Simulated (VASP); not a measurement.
# Si2C in VASP: single point with r2SCAN

Aim: the single point of Si2C with r2SCAN.

Everything below comes from runs of VASP 6.6.1. Logs are shortened: lines on timing, memory, paths and dates and some standing lists are left out, and cuts for length are marked.

### Step 1. The cell of the first run

The typed cell holds 3 atoms: a = 3.381 Å, b = 3.381 Å, c = 3.586 Å, α = 90.00°, β = 90.00°, γ = 120.00°.

### Step 2. Single point, r2SCAN

Input file POSCAR:

```
Si2C
1.0
    3.3810470000      0.0000000000      0.0000000000
   -1.6905230000      2.9280760000      0.0000000000
    0.0000000000      0.0000000000      3.5864580000
C Si
1 2
Direct
    0.0000000000      0.0000000000      0.0000000000
    0.3333000000      0.6667000000      0.5000000000
    0.6666000000      0.3333000000      0.5000000000
```

Input file INCAR.step1:

```
ALGO = Normal ; EDIFF = 1E-5
ENCUT = 660 ; GGA = PE
GGA_COMPAT = False ; ISMEAR = -1
LASPH = True ; LCHARG = False
LREAL = False ; LWAVE = True
NBANDS = 13 ; NELM = 120
PREC = Accurate ; SIGMA = 0.0104
```

Input file INCAR.step2:

```
ALGO = Normal ; EDIFF = 1E-6
ENCUT = 660 ; GGA_COMPAT = False
ISIF = 2 ; ISMEAR = -1
ISTART = 1 ; LASPH = True
LCHARG = False ; LMIXTAU = True
LREAL = False ; LWAVE = False
METAGGA = R2SCAN ; NBANDS = 13
NELM = 120 ; PREC = Accurate
SIGMA = 0.0104
```

Input file KPOINTS:

```
k-points
0
Gamma
  9 9 7
```

Potentials or basis: VASP PAW PBE potentials, release 64 (C, Si).

Run with:

```bash
$ cat potpaw_PBE.64/C/POTCAR potpaw_PBE.64/Si/POTCAR > POTCAR
$ cp INCAR.step1 INCAR
$ mpirun -np 1 vasp_std > vasp.out
$ cp INCAR.step2 INCAR
$ mpirun -np 1 vasp_std > vasp.out
```

OUTCAR:

```text
EDIFF = 1E-6
   ENCUT = 660
   ISIF = 2
   ISMEAR = -1
   ISTART = 1
   LASPH = True
   LREAL = False
   METAGGA = R2SCAN
   NELM = 120
   PREC = Accurate

 ion  position               nearest neighbor table
   1  0.000  0.000  0.000-
   2  0.333  0.667  0.500-   3 1.95   3 1.95   3 1.95
   3  0.667  0.333  0.500-   2 1.95   2 1.95   2 1.95

  LATTYP: Found a hexagonal cell.
 ALAT       =     3.3810470000
 C/A-ratio  =     1.0607536660

  Lattice vectors:

 A1 = (   3.3810470000,   0.0000000000,   0.0000000000)
 A2 = (  -1.6905230000,   2.9280760000,   0.0000000000)
 A3 = (   0.0000000000,   0.0000000000,   3.5864580000)

Analysis of symmetry for initial positions (statically):
=====================================================================
 Subroutine PRICEL returns:
 Original cell was already a primitive cell.

 Routine SETGRP: Setting up the symmetry group for a
 hexagonal supercell.

 Subroutine GETGRP returns: Found  4 space group operations
 (whereof  4 operations were pure point group operations)
 out of a pool of 24 trial point group operations.

The static configuration has the point symmetry C_2v.

Analysis of symmetry for dynamics (positions and initial velocities):
=====================================================================
 Subroutine PRICEL returns:
 Original cell was already a primitive cell.

 Routine SETGRP: Setting up the symmetry group for a
 hexagonal supercell.

 Subroutine GETGRP returns: Found  4 space group operations
 (whereof  4 operations were pure point group operations)
 out of a pool of 24 trial point group operations.

The dynamic configuration has the point symmetry C_2v.

 Subroutine INISYM returns: Found  4 space group operations
 (whereof  4 operations are pure point group operations),
 and found     1 'primitive' translations

----------------------------------------------------------------------------------------

                                     Primitive cell

  volume of cell :      35.5058

  direct lattice vectors                    reciprocal lattice vectors
     3.381047000  0.000000000  0.000000000     0.295766371  0.170760545  0.000000000
    -1.690523000  2.928076000  0.000000000     0.000000000  0.341521190  0.000000000
     0.000000000  0.000000000  3.586458000     0.000000000  0.000000000  0.278826631

  length of vectors
     3.381047000  3.381049700  3.586458000     0.341521463  0.341521190  0.278826631

  position of ions in fractional coordinates (direct lattice)
     0.000000000  0.000000000  0.000000000
     0.333300000  0.666700000  0.500000000
     0.666600000  0.333300000  0.500000000

  ion indices of the primitive-cell ions
   primitive index   ion index
                 1           1
                 2           2
                 3           3

----------------------------------------------------------------------------------------

 KPOINTS: k-points

Automatic generation of k-mesh.
 Grid dimensions read from file:
 generate k-points for:    9    9    7

 Generating k-lattice:

  Cartesian coordinates                     Fractional coordinates (reciprocal lattice)
     0.032862930  0.018973394  0.000000000     0.111111111  0.000000000  0.000000000
     0.000000000  0.037946799  0.000000000     0.000000000  0.111111111  0.000000000
     0.000000000  0.000000000  0.039832376     0.000000000  0.000000000  0.142857143

  Length of vectors
     0.037946829  0.037946799  0.039832376

  Shift w.r.t. Gamma in fractional coordinates (k-lattice)
     0.000000000  0.000000000  0.000000000

 Subroutine IBZKPT returns following result:
 ===========================================

 Found    100 irreducible k-points:

 Following reciprocal coordinates:
            Coordinates               Weight
  0.000000  0.000000  0.000000      1.000000
  0.111111 -0.000000  0.000000      4.000000
  0.000000  0.111111  0.000000      2.000000
  0.222222  0.000000  0.000000      4.000000
  0.000000  0.222222  0.000000      2.000000
  0.333333  0.000000  0.000000      4.000000
[... 16 lines left out ...]
 -0.222222 -0.444444  0.000000      4.000000
  0.444444  0.333333  0.000000      4.000000
 [... further k-points ...]
   k-points           NKPTS =    100   k-points in BZ     NKDIM =    100   number of bands    NBANDS=     13
   number of dos      NEDOS =    301   number of ions     NIONS =      3
   total plane-waves  NPLWV =  23520
   dimension x,y,z NGX =    28 NGY =   28 NGZ =   30
   dimension x,y,z NGXF=    56 NGYF=   56 NGZF=   60
   ions per type =               1   2
   NGX,Y,Z   is equivalent  to a cutoff of  13.77, 13.77, 13.91 a.u.
   NGXF,Y,Z  is equivalent  to a cutoff of  27.54, 27.54, 27.81 a.u.
 SYSTEM =  unknown system
   PREC   = accura    normal or accurate (medium, high low for compatibility)
   ISTART =      1    job   : 0-new  1-cont  2-samecut
   ICHARG =      0    charge: 1-file 2-atom 10-const
   ISPIN  =      1    spin polarized calculation?
   LNONCOLLINEAR =      F non collinear calculations
   LSORBIT =      F    spin-orbit coupling
   LASPH  =      T    aspherical Exc in radial PAW
   ENCUT  =  660.0 eV  48.51 Ry    6.96 a.u.   7.08  7.08  7.51*2*pi/ulx,y,z
   NELM   =    120;   NELMIN=  2; NELMDL=  0     # of ELM steps
   EDIFF  = 0.1E-05   stopping-criterion for ELM
   LREAL  =      F    real-space projection
   EDIFFG = 0.1E-04   stopping-criterion for IOM
   NSW    =      0    number of steps for IOM
   IBRION =     -1    ionic relax: 0-MD 1-quasi-New 2-CG
   NFREE  =      0    steps in history (QN), initial steepest desc. (CG)
   ISIF   =      2    stress and relaxation
   ISYM   =      2    0-nonsym 1-usesym 2-fastsym
   POTIM  = 0.5000    time-step for ionic-motion
   TEBEG  =    0.0;   TEEND  =   0.0 temperature during run
   PSTRESS=    0.0 pullay stress
   NELECT =      12.0000    total number of electrons
   NUPDOWN=      -1.0000    fix difference up-down
   EMIN   =  10.00;   EMAX   =-10.00  energy-range for DOS
   EFERMI =   0.00;   METHOD = LEGACY
   ISMEAR =    -1;   SIGMA  =   0.01  broadening in eV -4-tet -1-fermi 0-gaus
   EFERMI_NEDOS =   21; number of points for ismear=-14 and -15
   IALGO  =     38    algorithm
   IMIX   =      4    mixing-type and parameters
     AMIX     =   0.40;   BMIX     =  1.00
     AMIX_MAG =   1.60;   BMIX_MAG =  1.00
  volume/ion in A,a.u.               =      11.84        79.87
  Fermi-wavevector in a.u.,A,eV,Ry     =   1.140343  2.154936 17.692772  1.300382
  Thomas-Fermi vector in A             =   2.277045
   LORBIT       =      0    0 simple, 1 ext, 2 COOP (PROOUT), +10 PAW based schemes
   METAGGA = R2SCAN    functional components
   LHFCALC =     F    Hartree Fock is set to
   AEXX    =    0.0000 exact exchange contribution
   IVDW    =     0    specifies the selected vdW correction
   LEPSILON=     F    determine dielectric tensor
   LRPA    =     F    only Hartree local field effects (RPA)
 non-spin polarized calculation
  energy-cutoff  :      660.00
  volume of cell :       35.51
 maximum number of plane-waves:      1387
   NGX = 15   NGY = 15   NGZ = 15

 number of electron      12.0000000 magnetization

 Free energy of the ion-electron system (eV)
  ---------------------------------------------------
  ext. energy  EPLUGINS =         0.00000000
  ---------------------------------------------------
  free energy    TOTEN  =       -18.28851280 eV

  energy without entropy =      -18.28735610  energy(sigma->0) =      -18.28793445

 E-fermi :   9.0384     XC(G=0): -11.9256

 val. band max:        9.0375291199   @ k =  -0.2222   0.1111   0.2857
 cond. band min:       9.0386501622   @ k =  -0.4444   0.3333   0.0000
 fundamental gap:      0.0011210424
 Fermi energy:         9.0383811092

 k-point     1 :       0.0000    0.0000    0.0000
  band No.  band energies     occupation
      1      -7.1985      2.00000
      2       2.3368      2.00000
      3       3.8585      2.00000
      4       7.1475      2.00000
      5       7.1492      2.00000
      6       7.8333      2.00000
      7       7.8340      2.00000
      8      13.8521      0.00000
      9      14.5172      0.00000
     10      14.5244      0.00000
     11      15.5778      0.00000
     12      15.5789      0.00000
     13      20.3207      0.00000

 k-point     2 :       0.1111   -0.0000    0.0000
  band No.  band energies     occupation
      1      -6.9925      2.00000
      2       2.2376      2.00000
      3       4.0506      2.00000
      4       5.6372      2.00000
      5       6.1424      2.00000
      6       8.3664      2.00000
      7       8.9743      1.99578
      8      14.1132      0.00000
      9      14.4100      0.00000
     10      14.9168      0.00000
     11      15.7215      0.00000
     12      15.7339      0.00000
     13      18.1499      0.00000

 k-point     3 :       0.0000    0.1111    0.0000
  band No.  band energies     occupation
      1      -6.9925      2.00000
      2       2.2377      2.00000
      3       4.0506      2.00000
      4       5.6365      2.00000
      5       6.1430      2.00000
      6       8.3663      2.00000
      7       8.9746      1.99568
      8      14.1133      0.00000
      9      14.4098      0.00000
     10      14.9167      0.00000
     11      15.7207      0.00000
     12      15.7346      0.00000
     13      18.1489      0.00000
[... 305 lines left out ...]
 k-point    23 :      -0.2222   -0.4444    0.0000
  band No.  band energies     occupation
      1      -3.4657      2.00000
      2      -1.6042      2.00000
      3       0.2128      2.00000
      4       5.9182      2.00000
      5       7.0603      2.00000
      6       9.4265      0.00000
      7       9.8318      0.00000
      8      10.2471      0.00000
      9      11.7906      0.00000
     10      13.5592      0.00000
     11      16.3847      0.00000
     12      18.6749      0.00000
     13      20.4014      0.00000

 k-point    24 :       0.4444    0.3333    0.0000
  band No.  band energies     occupation
      1      -3.4655      2.00000
      2      -1.6047      2.00000
      3       0.2131      2.00000
      4       5.9183      2.00000
      5       7.0606      2.00000
      6       9.4261      0.00000
      7       9.8309      0.00000
      8      10.2472      0.00000
      9      11.7913      0.00000
     10      13.5587      0.00000
     11      16.3851      0.00000
     12      18.6754      0.00000
     13      20.4013      0.00000

 [... further k-points ...]
[... 5 lines left out ...]
  --------------------------------------------------------------------------------------
  -------------------------------------------------------------------------------------
  Total       21.2064660     21.2290593     -3.2994646      0.0000036      0.0000000      0.0000000
  in kB      956.9287034    957.9482088   -148.8863062      0.0001636      0.0000000      0.0000000
  external PRESSURE =     588.6635354 kB  Pullay stress =       0.0000000 kB

 VOLUME and BASIS-vectors are now :
 -----------------------------------------------------------------------------
  energy-cutoff  :      660.00
  volume of cell :       35.51
      direct lattice vectors                 reciprocal lattice vectors
     3.381047000  0.000000000  0.000000000     0.295766371  0.170760545  0.000000000
    -1.690523000  2.928076000  0.000000000     0.000000000  0.341521190  0.000000000
     0.000000000  0.000000000  3.586458000     0.000000000  0.000000000  0.278826631

 POSITION                                       TOTAL-FORCE (eV/Angst)
 -----------------------------------------------------------------------------------
      0.00000      0.00000      0.00000         0.001275      0.000000      0.000000
     -0.00017      1.95215      1.79323        -0.000637     -0.008856      0.000000
      1.69035      0.97593      1.79323        -0.000637      0.008856      0.000000
 -----------------------------------------------------------------------------------
    total drift:                                0.000001     -0.000000     -0.000000

  FREE ENERGIE OF THE ION-ELECTRON SYSTEM (eV)
  ---------------------------------------------------
  free  energy   TOTEN  =       -18.2885127964 eV

  energy  without entropy=      -18.2873560979  energy(sigma->0) =      -18.28793445
```

It took 2.3 min on 1 thread of Intel Xeon Platinum 8375C at 2.90GHz (Ice Lake), shared host; peak memory 0.2 GiB.

What came out:

```yaml
Free_energy: -18.2885 eV
Pressure: 58.9 GPa
Largest_force: 0.009 eV/Å
Band_gap_on_the_k_mesh: zero (bands 6 and 7 overlap by 1.89 eV)
```

Forces in eV/Å, atoms in the order of the input:
```
C    0.001  0.000  0.000
Si  -0.001 -0.009  0.000
Si  -0.001  0.009  0.000
```

Levels at points of the mesh, in eV from the Fermi level:
```tsv
k point	band 3	band 4	band 5	band 6	band 7	band 8	band 9	band 10
(0.00, 0.00, 0.00)	-5.18	-1.89	-1.89	-1.21	-1.20	4.81	5.48	5.49
```

Caveat: the cell stands under pressure; the PAW data sets were made with another functional, which shifts forces and pressure a little.
